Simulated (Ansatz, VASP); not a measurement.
**One calculation of Re, two programs**

```
CELL_PARAMETERS angstrom
2.73919 0.00000 0.00000
-1.36959 2.37221 0.00000
0.00000 0.00000 4.41187
ATOMIC_POSITIONS crystal
Re 0.33333 0.66667 0.25000
Re 0.66667 0.33333 0.75000
```

Alike in both runs: task single point; functional LDA; k mesh 13 × 13 × 7; occupations fermi-dirac, width 0.1 eV; no spin polarisation.

```csv
,VASP,Ansatz
version,VASP 6.6.1,Ansatz 0.2.0
potentials or method,"VASP PAW LDA potentials, release 64 (Re_sv_GW), cutoff 560 eV","plane waves (420 eV) with PAW, scalar-relativistic"
valence electrons in the cell,30,30
```

|  | VASP | Ansatz | Ansatz less VASP |
| --- | --- | --- | --- |
| pressure (GPa) | 0.0 | 0.0 | +0.03 |

Ansatz warns that its potentials were made for another functional, while VASP's fit it. LDA's correlation is that of Perdew and Zunger in VASP and of Perdew and Wang (1992) in Ansatz.

Spin-orbit coupling is off throughout.
